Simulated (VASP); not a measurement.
NaH:

```
CELL_PARAMETERS angstrom
0.00000 2.59692 2.59692
2.59692 0.00000 2.59692
2.59692 2.59692 0.00000
ATOMIC_POSITIONS crystal
Na 0.00000 0.00000 0.00000
H 0.25000 0.25000 0.25000
```

Base run:

* Program: VASP 6.6.1
* Functional: PBE0
* Potentials or basis: VASP PAW PBE potentials, release 64 (Na_pv, H)
* Cutoff: 520 eV
* k mesh: 6 × 6 × 6
* Occupations: gaussian, width 0.01 eV
* Spin: no spin polarisation

Its results: band gap on the k mesh 5.35 eV, indirect (least direct gap 6.10 eV); pressure 0.0 GPa.

Problem. The run is repeated on the same cell with these changes: functional from PBE0 to HSE06. What comes out?

Solution. Band gap on the k mesh 4.63 eV, indirect (least direct gap 5.37 eV); pressure 0.1 GPa.

Caveats: the PAW data sets were made with another functional, which shifts forces and pressure a little.

A k mesh can miss the band edges.
